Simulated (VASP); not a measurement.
Write the native input for VASP 6.6.1 that does the following.

```yaml
Task: single point
Functional: RPBE
Potentials_or_basis: VASP PAW PBE potentials, release 64 (Cs_sv, Ba_sv)
Cutoff: 520 eV
k_mesh: 4 × 4 × 4
Occupations: methfessel-paxton, width 0.1 eV
Spin: no spin polarisation
Dipole_correction: no
Further_INCAR_settings: ALGO = Normal; EDIFF = 1e-06; NBANDS = 28
```

The structure of CsBa3 lies in POSCAR:

```
CsBa3
1.0
    0.0000000000      5.2212840000      5.2212840000
    5.2212840000      0.0000000000      5.2212840000
    5.2212840000      5.2212840000      0.0000000000
Cs Ba
1 3
Direct
    0.0000000000      0.0000000000      0.0000000000
    0.2500000000      0.2500000000      0.2500000000
    0.7500000000      0.7500000000      0.7500000000
    0.5000000000      0.5000000000      0.5000000000
```

The input as run:

INCAR

```
SYSTEM = CsBa3
PREC = Accurate ; ENCUT = 520
EDIFF = 1E-6 ; ISMEAR = 1
SIGMA = 0.1 ; LREAL = .False.
LASPH = .True. ; NELM = 100
ALGO = Normal ; ISIF = 2
LWAVE = .False. ; LCHARG = .False.
GGA = RP ; NBANDS = 28
```

KPOINTS

```
Automatic mesh
0
Gamma
  4 4 4
  0 0 0
```

Potentials or basis: VASP PAW PBE potentials, release 64 (Cs_sv, Ba_sv).

Command:

```bash
$ cat potpaw_PBE.64/Cs_sv/POTCAR potpaw_PBE.64/Ba_sv/POTCAR > POTCAR
$ mpirun -np 1 vasp_std > vasp.out
```

Results of the run:

```json
{
 "Pressure": "0.6 GPa",
 "Band gap on the k mesh": "zero (an odd number of electrons rules out a gap without spin polarisation)"
}
```

Caveat: the PAW data sets were made with another functional, which shifts forces and pressure a little; spin-orbit coupling is left out, which moves the levels of the heavy elements.

Run time: 120 s on 1 thread of Intel Xeon 8259CL, with other jobs on the host, peak memory 0.44 GiB.
